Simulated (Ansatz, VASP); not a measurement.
**Cu: VASP beside Ansatz**

```
Cu
1.0
    -1.44279   -1.44279   -1.37608
    -1.44279   -1.44279    1.37608
    -9.37816    7.93536    0.00000
Cu
6
Cartesian
  -2.1640 -0.7215 0.0000
  -7.9352 7.9352 0.0000
  -5.0496 2.1640 0.0000
  -2.1640 2.1640 0.0000
  -7.9352 5.0496 0.0000
  -5.0496 5.0496 0.0000
```

Alike in both runs: task single point; functional PBEsol; k mesh 20 × 20 × 4; occupations gaussian, width 0.15 eV; no spin polarisation.

|  | VASP | Ansatz |
| --- | --- | --- |
| version | VASP 6.6.1 | Ansatz 0.2.0 |
| potentials or method | VASP PAW PBE potentials, release 64 (Cu), cutoff 520 eV | scalar-relativistic, plane waves, PAW |
| valence electrons in the cell | 66 | 114 |

VASP gave:

| Quantity | Value |
| --- | --- |
| gap on the k mesh at the Fermi level (eV) | none |
| pressure (GPa) | 0.5 |
| traceless stress, the component that is largest in VASP (GPa) | 3.85 |
| rms of the force components (eV/Å) | 0.258 |

**Question.** Which values does Ansatz return?

**Answer.** gap on the k mesh at the Fermi level (eV): none; pressure (GPa): -0.4; traceless stress, the component that is largest in VASP (GPa): 3.86; rms of the force components (eV/Å): 0.258.

VASP's potentials were made for PBE, not for PBEsol. Atom by atom the forces differ by 0.001 eV/Å (rms over components). A gap of «none» marks a metal or a gap that the smearing closes. The functional is the same, so the differences come from potentials, cutoffs and numerics. VASP's potentials hold 66 valence electrons a cell and Ansatz's 114, so a difference there can come from the potentials and not from the codes.
